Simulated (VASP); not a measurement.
# InBi3O: single point with PBE

The system is InBi3O.

```
In Bi O
1.0
     3.95021    0.00000    0.00000
     0.00000    3.95021    0.00000
     0.00000    0.00000   16.17636
In Bi O
2 6 2
Cartesian
  1.9751 0.0000 15.1406
  0.0000 1.9751 1.0357
  1.9751 0.0000 11.0359
  0.0000 1.9751 9.1255
  0.0000 1.9751 12.9374
  0.0000 1.9751 5.1404
  1.9751 0.0000 7.0509
  1.9751 0.0000 3.2390
  1.9751 1.9751 0.0000
  0.0000 0.0000 0.0000
```

```
Program             : VASP 6.6.1
Task                : single point
Functional          : PBE
Potentials or basis : VASP PAW PBE potentials, release 64 (In_d, Bi_d, O)
Cutoff              : 520 eV
k mesh              : 4 × 4 × 2
Occupations         : gaussian, width 0.2 eV
Spin                : no spin polarisation
```

```
Pressure               : 0.2 GPa
Largest force          : 0.041 eV/Å
Band gap on the k mesh : zero (bands 64 and 65 overlap by 2.28 eV)
```

Forces on the atoms (eV/Å):
```
In   0.000  0.000 -0.041
In   0.000  0.000  0.041
Bi   0.000  0.000 -0.008
Bi   0.000  0.000  0.017
Bi   0.000  0.000  0.001
Bi   0.000  0.000  0.008
Bi   0.000  0.000 -0.017
Bi   0.000  0.000 -0.001
O    0.000  0.000  0.000
O    0.000  0.000  0.000
```

Stress tensor (GPa, compression positive):
```
0.09 0.00 0.00
0.00 0.09 0.00
0.00 0.00 0.49
```

Levels at points of the mesh, in eV from the Fermi level:
```
           k point  band 61  band 62  band 63  band 64  band 65  band 66  band 67  band 68
(0.00, 0.00, 0.00)    -0.96    -0.67    -0.19     0.38     0.38     1.57     1.58     1.58
(0.50, 0.00, 0.00)     0.39     0.39     1.03     1.03     1.32     1.32     1.32     1.32
(0.50, 0.50, 0.00)    -1.60    -1.60    -1.28    -1.28    -0.93    -0.93    -0.11    -0.11
(0.00, 0.00, 0.50)    -0.93    -0.93     0.32     0.32     0.43     1.01     1.68     1.68
(0.50, 0.00, 0.50)     0.68     0.68     1.03     1.03     1.07     1.07     1.32     1.32
(0.50, 0.50, 0.50)    -1.60    -1.60    -1.55    -1.55    -1.25    -1.25     0.38     0.38
```

It took 2.7 min on 1 thread of Oxide Virtual Turin-like Processor (shared host), peak memory 0.39 GiB.

Caveat: the k points lie up to 0.40 Å⁻¹ apart, too coarse for converged energies and pressures of a metal; spin-orbit coupling is left out, which moves the levels of the heavy elements.
